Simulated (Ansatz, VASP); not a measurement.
## MnSi in VASP and in Ansatz

```xyz
2
Lattice="2.9264 0.0000 0.0000 0.0000 2.9264 0.0000 0.0000 0.0000 2.9264" Properties=species:S:1:pos:R:3 pbc="T T T"
Mn    1.4632    1.4632    1.4632
Si    0.0000    0.0000    0.0000
```

Change from the starting cell: volume scaled by 0.94.

Alike in both runs: task single point; functional PBE; k mesh 9 × 9 × 9; occupations fermi-dirac, width 0.05 eV; collinear spin.

|  | VASP | Ansatz |
| --- | --- | --- |
| version | VASP 6.6.1 | Ansatz 0.2.0 |
| potentials or method | VASP PAW PBE potentials, release 64 (Mn_pv, Si), cutoff 520 eV | all-electron LAPW, scalar-relativistic |

|  | VASP | Ansatz | Ansatz less VASP |
| --- | --- | --- | --- |
| gap on the k mesh at the Fermi level (eV) | none | none | - |
| pressure (GPa) | -19.8 | -19.7 | +0.09 |
| net moment per atom (μB) | 0.42 | 0.42 | +0.001 |
| size of the moment on the site where the two differ most (μB) | 0.90 | 0.92 | +0.021 |

Site moments also hang on the region over which each program counts them. A gap of «none» marks a metal or a gap that the smearing closes. Ansatz ran all-electron here, and VASP with PAW potentials.
